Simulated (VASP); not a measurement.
# Ir (Fm-3m) in VASP: notebook, part 2 of 2

VASP 6.6.1. Earlier steps stand in the parts before.

### 3 Relaxation of cell and atoms, RPBE

This run uses another cell than the first one, of 14.15 Å³/atom, 0.963 times its volume.

The input, INCAR:

```
SYSTEM = Ir
ALGO     = Normal         ! electronic algorithm
EDIFF    = 1E-6           ! SCF threshold, eV
EDIFFG   = -0.01          ! ionic threshold
ENCUT    = 600            ! plane-wave cutoff, eV
GGA      = RP             ! functional
IBRION   = 2              ! ionic algorithm
ISIF     = 3              ! what is computed and relaxed
ISMEAR   = -1             ! smearing method
LASPH    = .TRUE.         ! aspherical terms in the spheres
LCHARG   = .FALSE.        ! write CHGCAR
LREAL    = .FALSE.        ! projectors in reciprocal space
LWAVE    = .FALSE.        ! write WAVECAR
NELM     = 60             ! most SCF steps
NSW      = 80             ! ionic steps
PREC     = Accurate       ! precision mode
SIGMA    = 0.1            ! smearing width, eV
```

The input, KPOINTS:

```
k-points
0
G
  14 14 14
  0 0 0
```

The input, POSCAR:

```
Ir
1.0
    0.0000000000      1.9197000000      1.9197000000
    1.9197000000      0.0000000000      1.9197000000
    1.9197000000      1.9197000000      0.0000000000
Ir
1
Direct
    0.0000000000      0.0000000000      0.0000000000
```

Potentials or basis: VASP PAW PBE potentials, release 64 (Ir).

Started as:

```sh
cat potpaw_PBE.64/Ir/POTCAR > POTCAR
mpirun -np 1 vasp_std > vasp.out
```

OUTCAR:

```text
SYSTEM = Ir
   EDIFF = 1E-6
   EDIFFG = -0.01
   ENCUT = 600
   GGA = RP
   IBRION = 2
   ISIF = 3
   ISMEAR = -1
   LASPH = .TRUE.
   LREAL = .FALSE.
   NELM = 60
   NSW = 80
   PREC = Accurate

 ion  position               nearest neighbor table
   1  0.000  0.000  0.000-

  LATTYP: Found a face centered cubic cell.
 ALAT       =     3.8394000000

  Lattice vectors:

 A1 = (   0.0000000000,   1.9197000000,   1.9197000000)
 A2 = (   1.9197000000,   0.0000000000,   1.9197000000)
 A3 = (   1.9197000000,   1.9197000000,   0.0000000000)

Analysis of symmetry for initial positions (statically):
=====================================================================
 Subroutine PRICEL returns:
 Original cell was already a primitive cell.

 Routine SETGRP: Setting up the symmetry group for a
 face centered cubic supercell.

 Subroutine GETGRP returns: Found 48 space group operations
 (whereof 48 operations were pure point group operations)
[... 173 lines left out ...]
  band No.  band energies     occupation
      1      -0.6172      2.00000
      2       6.6006      2.00000
      3       6.6006      2.00000
      4       6.6006      2.00000
      5       9.2775      1.99997
      6       9.2775      1.99997
      7      24.7739      0.00000
      8      30.3779      0.00000
[... 357 lines left out ...]
--------------------------------------- Ionic step        4  -------------------------------------------

 number of electron       9.0000000 magnetization

 Free energy of the ion-electron system (eV)
  ---------------------------------------------------
  ext. energy  EPLUGINS =         0.00000000
  ---------------------------------------------------
  free energy    TOTEN  =        -8.20155368 eV

  energy without entropy =       -8.16482971  energy(sigma->0) =       -8.18319170

 E-fermi :   9.7416     XC(G=0): -13.7139

 val. band max:        9.7309739629   @ k =  -0.2143   0.3571   0.1429
 cond. band min:       9.7463538654   @ k =   0.5000   0.4286   0.0000
 fundamental gap:      0.0153799025
 Fermi energy:         9.7416085919

 k-point     1 :       0.0000    0.0000    0.0000
  band No.  band energies     occupation
      1      -0.8649      2.00000
      2       6.1607      2.00000
      3       6.1607      2.00000
      4       6.1607      2.00000
      5       8.6739      1.99995
      6       8.6739      1.99995
      7      24.1806      0.00000
      8      29.5534      0.00000
[... 281 lines left out ...]
  FREE ENERGIE OF THE ION-ELECTRON SYSTEM (eV)
  ---------------------------------------------------
  free  energy   TOTEN  =        -8.2015536819 eV

  energy  without entropy=       -8.1648297137  energy(sigma->0) =       -8.18319170

 reached required accuracy - stopping structural energy minimisation
```

OSZICAR:

```text
N       E                     dE             d eps       ncg     rms          rms(c)
DAV:   1     0.501779386948E+02    0.50178E+02   -0.50228E+03  1664   0.116E+03
DAV:   2    -0.794851468279E+01   -0.58126E+02   -0.56770E+02  1680   0.220E+02
[... 27 lines left out ...]
   3 F= -.82014601E+01 E0= -.81830403E+01  d E =-.237969E-01
       N       E                     dE             d eps       ncg     rms          rms(c)
DAV:   1    -0.820180371968E+01   -0.34352E-03   -0.95785E-03  1776   0.161E+00    0.131E-01
DAV:   2    -0.820157469702E+01    0.22902E-03   -0.60993E-04  1800   0.340E-01    0.470E-02
DAV:   3    -0.820155253797E+01    0.22159E-04   -0.10999E-04  1992   0.131E-01    0.178E-02
DAV:   4    -0.820155369774E+01   -0.11598E-05   -0.27321E-06  2024   0.189E-02    0.105E-03
DAV:   5    -0.820155368188E+01    0.15860E-07   -0.40700E-08   832   0.259E-03
   4 F= -.82015537E+01 E0= -.81831917E+01  d E =-.238905E-01
```

Run time: 14 s. Hardware: 1 thread of Intel Xeon 6975P-C (Granite Rapids), shared host; peak memory 0.16 GiB.

What came out:

* Free energy: -8.2016 eV
* Relaxed volume: 14.71 Å³/atom
* Relaxed cell: a = 2.751 Å, b = 2.751 Å, c = 2.751 Å, α = 60.00°, β = 60.00°, γ = 60.00°
* Space group after relaxing (to 0.05 Å): Fm-3m (No. 225)
* Energy gained by relaxing: 23.9 meV/atom
* Ionic steps: 4
* Pressure after relaxing: -0.1 GPa

Step by step:
| step | energy change (eV) | largest force (eV/Å) | pressure (GPa) | volume (Å³) |
| --- | --- | --- | --- | --- |
| 1 | 0.0000 | 0.0000 | 14.24 | 14.15 |
| 2 | 0.2247 | 0.0000 | -31.65 | 16.88 |
| 3 | -0.0238 | 0.0000 | -0.78 | 14.75 |
| 4 | -0.0239 | 0.0000 | -0.07 | 14.71 |

Final structure:
```cif
data_structure
_symmetry_space_group_name_H-M 'P 1'
_symmetry_Int_Tables_number 1
_cell_length_a 2.7505
_cell_length_b 2.7505
_cell_length_c 2.7505
_cell_angle_alpha 60.000
_cell_angle_beta 60.000
_cell_angle_gamma 60.000
_cell_volume 14.71
loop_
_atom_site_label
_atom_site_type_symbol
_atom_site_fract_x
_atom_site_fract_y
_atom_site_fract_z
_atom_site_occupancy
Ir1 Ir 0.00000 0.00000 0.00000 1
```

Caveat: the PAW data sets were made with another functional, which shifts forces and pressure a little; spin-orbit coupling is left out, which moves the levels of the heavy elements. RPBE and its kin give volumes clearly too large for solids.

### 4 Single point, RPBE (volume scaled by 0.88)

The input, INCAR:

```
PREC = Accurate
ENCUT = 520
EDIFF = 1E-7
ISMEAR = -1
SIGMA = 0.1
LREAL = False
LASPH = True
NELM = 100
ALGO = Normal
ISIF = 2
LWAVE = False
LCHARG = True
GGA = RP
LELF = True
LVHAR = True
NBANDS = 10
```

The input, KPOINTS:

```
Automatic mesh
0
Gamma
  23 23 23
```

The input, POSCAR:

```
Ir
1.0
    0.0000000000      1.8628918755      1.8628918755
    1.8628918755      0.0000000000      1.8628918755
    1.8628918755      1.8628918755      0.0000000000
Ir
1
Direct
    0.0000000000      0.0000000000      0.0000000000
```

Started as:

```sh
cat potpaw_PBE.64/Ir/POTCAR > POTCAR
mpirun -np 1 vasp_std > vasp.out
```

Run time: 16 s. Hardware: 1 thread of Intel Xeon 6975P-C (Granite Rapids), shared host; peak memory 0.17 GiB.

The run converged. Its results:

```yaml
Free_energy: -7.9202 eV
Pressure: 59.1 GPa
```

Levels at points of the mesh, in eV from the Fermi level:
```tsv
k point	band 2	band 3	band 4	band 5	band 6	band 7
(0.00, 0.00, 0.00)	-4.43	-4.43	-4.43	-1.34	-1.34	14.09
```

Caveat: the cell differs from its parent crystal (volume scaled by 0.88); the PAW data sets were made with another functional, which shifts forces and pressure a little; spin-orbit coupling is left out, which moves the levels of the heavy elements.

### 5 Single point, RPBE (volume scaled by 0.92)

The input, INCAR:

```
ALGO     = Normal         # electronic algorithm
EDIFF    = 1E-7           # SCF threshold, eV
ENCUT    = 520            # plane-wave cutoff, eV
GGA      = RP             # functional
ISIF     = 2              # what is computed and relaxed
ISMEAR   = -1             # smearing method
LASPH    = True           # aspherical terms in the spheres
LCHARG   = True           # write CHGCAR
LELF     = True           # ELF
LREAL    = False          # projectors in reciprocal space
LVHAR    = True         
LWAVE    = False          # write WAVECAR
NBANDS   = 10             # bands
NELM     = 80             # most SCF steps
PREC     = Accurate       # precision mode
SIGMA    = 0.1            # smearing width, eV
```

The input, KPOINTS:

```
k-points
0
Gamma
  23 23 23
```

The input, POSCAR:

```
Ir
1.0
    0.0000000000      1.8907003317      1.8907003317
    1.8907003317      0.0000000000      1.8907003317
    1.8907003317      1.8907003317      0.0000000000
Ir
1
Direct
    0.0000000000      0.0000000000      0.0000000000
```

Started as:

```sh
cat potpaw_PBE.64/Ir/POTCAR > POTCAR
mpirun -np 1 vasp_std > vasp.out
```

Run time: 18 s. Hardware: 1 thread of Intel Xeon 6975P-C (Granite Rapids), shared host; peak memory 0.17 GiB.

Results (log left out):

```
Free energy : -8.0902 eV
Pressure    : 34.5 GPa
```

Levels at points of the mesh, in eV from the Fermi level:
```csv
k point,band 1,band 2,band 3,band 4,band 5,band 6,band 7,band 8
"(0.00, 0.00, 0.00)",-11.57,-4.13,-4.13,-4.13,-1.25,-1.25,14.22,20.10
```

Caveat: the cell differs from its parent crystal (volume scaled by 0.92); the PAW data sets were made with another functional, which shifts forces and pressure a little; spin-orbit coupling is left out, which moves the levels of the heavy elements.

### 6 Summary

| task | cell | k mesh | cutoff (eV) | gap on the mesh (eV) | pressure (GPa) |
| --- | --- | --- | --- | --- | --- |
| single point | a = 2.749 Å, angles 60.0°, 1 atom | 14 × 14 × 14 | 520 | none | 0.3 |
| relaxation of cell and atoms | relaxed from a = 2.715 Å, angles 60.0°, 1 atom | 14 × 14 × 14 | 600 | none | -0.1 |
| single point | a = 2.635 Å, angles 60.0°, 1 atom | 23 × 23 × 23 | 520 | none | 59.1 |
| single point | a = 2.674 Å, angles 60.0°, 1 atom | 23 × 23 × 23 | 520 | none | 34.5 |

Alike in all rows: level RPBE; potentials or basis VASP PAW PBE potentials, release 64 (Ir); no spin polarisation; smearing fermi-dirac 0.1 eV.

Caveats: the PAW data sets were made with another functional, which shifts forces and pressure a little; spin-orbit coupling is left out, which moves the levels of the heavy elements.

Total energies depend on the potentials used, so only differences within one code and one set of settings carry meaning.
